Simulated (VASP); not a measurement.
Wanted: the native input for a VASP 6.6.1 run.

| Quantity | Value |
| --- | --- |
| Task | density of states |
| Functional | PBE |
| Potentials or basis | VASP PAW PBE potentials, release 64 (Zr_sv) |
| Cutoff | 520 eV |
| k mesh | 10 × 10 × 10 |
| Occupations | gaussian, width 0.0108 eV |
| Spin | no spin polarisation |
| Dipole correction | no |
| k mesh for the DOS | 15 × 15 × 15 |
| Occupations for the DOS | tetrahedron |
| Further INCAR settings | ALGO = Normal; EDIFF = 1e-07 |

The system is Zr.

```
CELL_PARAMETERS angstrom
-1.70505 1.70505 1.70505
1.70505 -1.70505 1.70505
1.70505 1.70505 -1.70505
ATOMIC_POSITIONS crystal
Zr 0.00000 0.00000 0.00000
```

These files were run (other wordings do the same):

POSCAR

```
Zr
1.0
   -1.7050550000      1.7050550000      1.7050550000
    1.7050550000     -1.7050550000      1.7050550000
    1.7050550000      1.7050550000     -1.7050550000
Zr
1
Direct
    0.0000000000      0.0000000000      0.0000000000
```

INCAR.step1

```
SYSTEM = Zr
PREC = Accurate ; ENCUT = 520
EDIFF = 1E-7 ; ISMEAR = 0
SIGMA = 0.0108 ; LREAL = .FALSE.
LASPH = .TRUE. ; NELM = 60
ALGO = Normal ; ISIF = 2
LWAVE = .FALSE. ; LCHARG = .TRUE.
LMAXMIX = 4 ; GGA = PE
NBANDS = 12
```

KPOINTS.step1

```
Automatic mesh
0
G
  10 10 10
  0 0 0
```

INCAR.step2

```
SYSTEM = Zr
PREC = Accurate ; ENCUT = 520
EDIFF = 1E-7 ; ISMEAR = -5
SIGMA = 0.0108 ; LREAL = .FALSE.
LASPH = .TRUE. ; NELM = 60
ALGO = Normal ; ISIF = 2
LWAVE = .FALSE. ; LCHARG = .FALSE.
LMAXMIX = 4 ; GGA = PE
LORBIT = 10 ; NEDOS = 2001
ICHARG = 11
```

KPOINTS.step2

```
Automatic mesh
0
G
  15 15 15
  0 0 0
```

Potentials or basis: VASP PAW PBE potentials, release 64 (Zr_sv).

Launch:

```bash
$ cat potpaw_PBE.64/Zr_sv/POTCAR > POTCAR
$ cp INCAR.step1 INCAR
$ cp KPOINTS.step1 KPOINTS
$ mpirun -np 1 vasp_std > vasp.out
$ cp INCAR.step2 INCAR
$ cp KPOINTS.step2 KPOINTS
$ mpirun -np 1 vasp_std > vasp.out
```

Results of the run:

- Valence electrons inside the program's atomic spheres: Zr 10.09

Run time: 16 s on 1 thread of Intel Xeon 6975P-C, on a shared host, peak memory 0.15 GiB.
